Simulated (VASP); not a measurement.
MgO: single point with PBEsol

MgO:

```xyz
2
Lattice="0.0000 2.0544 2.1071 2.0544 0.0000 2.1071 2.0544 2.0544 0.0000" Properties=species:S:1:pos:R:3 pbc="T T T"
Mg    0.0000    0.0000    0.0000
O     2.0544    2.0544    2.1071
```

This cell differs from its parent crystal: strain -0.025 along x and y, +0.000 along z.

| Property | Result |
| --- | --- |
| Program | VASP 6.6.1 |
| Task | single point |
| Functional | PBEsol |
| Potentials or basis | VASP PAW PBE potentials, release 64 (Mg, O) |
| Cutoff | 520 eV |
| k mesh | 10 × 10 × 10 |
| Occupations | gaussian, width 0.05 eV |
| Spin | no spin polarisation |
| Dipole correction | no |
| Further INCAR settings | ALGO = Normal; EDIFF = 1e-07; NBANDS = 11 |

The pressure is 8.7 GPa. The band gap on the k mesh is 5.09 eV, direct.

Stress tensor (GPa, compression positive):
```
10.87  0.00  0.00
 0.00 10.87  0.00
 0.00  0.00  4.29
```

Levels at points of the mesh, in eV from the valence-band top:
```tsv
k point	band 2	band 3	band 4	band 5	band 6	band 7
(0.00, 0.00, 0.00)	-0.05	-0.05	0.00	5.09	15.69	15.97
(0.50, 0.00, 0.00)	-4.93	-0.78	-0.72	8.02	13.03	16.38
(0.50, 0.50, 0.00)	-4.45	-1.39	-1.39	9.12	10.43	13.25
(0.50, 0.00, 0.50)	-4.35	-1.59	-1.43	8.86	10.37	13.58
```

It took 17 s on 1 thread of Intel(R) Xeon(R) Platinum 8259CL CPU @ 2.50GHz (Skylake/Cascade Lake) (shared host), peak memory 0.15 GiB.

Caveat: the cell differs from its parent crystal (strain -0.025 along x and y, +0.000 along z); the PAW data sets were made with another functional, which shifts forces and pressure a little.
